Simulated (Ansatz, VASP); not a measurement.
**C: VASP beside Ansatz**

INCAR

```
ALGO = Normal
EDIFF = 1E-7
ENCUT = 520
GGA = PE
ISIF = 2
ISMEAR = 0
LASPH = True
LCHARG = True
LELF = True
LREAL = Auto
LVHAR = True
LWAVE = False
NBANDS = 43
NELM = 100
PREC = Accurate
SIGMA = 0.05
```

The input KPOINTS:

```
k-points
0
Gamma
  6 6 6
```

The input POSCAR:

```
C
1.0
    3.5715485858      0.0000000000     -3.5715485858
    0.0000000000      3.5715485858     -3.5715485858
    3.5715485858      3.5715485858      0.0000000000
C
15
Direct
    0.2500000000      0.2500000000      0.2500000000
    0.2500000000      0.7500000000      0.7500000000
    0.2500000000      0.7500000000      0.2500000000
    0.7500000000      0.2500000000      0.7500000000
    0.7500000000      0.2500000000      0.2500000000
    0.7500000000      0.7500000000      0.7500000000
    0.7500000000      0.7500000000      0.2500000000
    0.1250000000      0.1250000000      0.1250000000
    0.1250000000      0.1250000000      0.6250000000
    0.1250000000      0.6250000000      0.1250000000
    0.1493819881      0.6718750000      0.5893715060
    0.6250000000      0.1250000000      0.1250000000
    0.6250000000      0.1250000000      0.6250000000
    0.6250000000      0.6250000000      0.1250000000
    0.6250000000      0.6250000000      0.6250000000
```

Input for Ansatz:

```yaml
crystal:
  lattice:
    - [3.5715485858, 0.0, -3.5715485858]
    - [0.0, 3.5715485858, -3.5715485858]
    - [3.5715485858, 3.5715485858, 0.0]
  atoms:
    - { symbol: C, position: [0.25, 0.25, 0.25] }
    - { symbol: C, position: [0.25, 0.75, 0.75] }
    - { symbol: C, position: [0.25, 0.75, 0.25] }
    - { symbol: C, position: [0.75, 0.25, 0.75] }
    - { symbol: C, position: [0.75, 0.25, 0.25] }
    - { symbol: C, position: [0.75, 0.75, 0.75] }
    - { symbol: C, position: [0.75, 0.75, 0.25] }
    - { symbol: C, position: [0.125, 0.125, 0.125] }
    - { symbol: C, position: [0.125, 0.125, 0.625] }
    - { symbol: C, position: [0.125, 0.625, 0.125] }
    - { symbol: C, position: [0.1493819881, 0.671875, 0.589371506] }
    - { symbol: C, position: [0.625, 0.125, 0.125] }
    - { symbol: C, position: [0.625, 0.125, 0.625] }
    - { symbol: C, position: [0.625, 0.625, 0.125] }
    - { symbol: C, position: [0.625, 0.625, 0.625] }
basis:
  ecutwfc: 420
kpoints:
  mp_grid: { grid: [6, 6, 6] }
hamiltonian:
  xc: pbe
  pseudopotentials: { kind: paw, azcp: { folder: soft_1 } }
scf:
  occupations: { method: gaussian, width: 0.05 }
output:
  forces: true
  stress: true
  eigenvalues: true
  write_density: true
  write_potential: true
  elf: true
  volumetric_format: npy
```

Change from the starting cell: C vacancy; atom 11 moved -0.125 of the way to it and -0.175 Å across, host rigid.

Alike in both runs: task single point; functional PBE; k mesh 6 × 6 × 6; occupations gaussian, width 0.05 eV; no spin polarisation.

|  | VASP | Ansatz |
| --- | --- | --- |
| version | VASP 6.6.1 | Ansatz 0.2.0 |
| potentials or method | VASP PAW PBE potentials, release 64 (C), cutoff 520 eV | scalar-relativistic, plane waves, PAW |
| valence electrons in the cell | 60 | 60 |

VASP gave:

| Item | Value |
| --- | --- |
| gap on the k mesh at the Fermi level (eV) | none |
| pressure (GPa) | -1.0 |
| traceless stress, the component that is largest in VASP (GPa) | 3.15 |
| rms of the force components (eV/Å) | 1.310 |

Task: Estimate Ansatz's values.

Result: gap on the k mesh at the Fermi level (eV): none; pressure (GPa): -1.9; traceless stress, the component that is largest in VASP (GPa): 3.13; rms of the force components (eV/Å): 1.307.

Atom by atom the forces differ by 0.012 eV/Å (rms over components). A gap of «none» marks a metal or a gap that the smearing closes. The functional is the same, so the differences come from potentials, cutoffs and numerics.
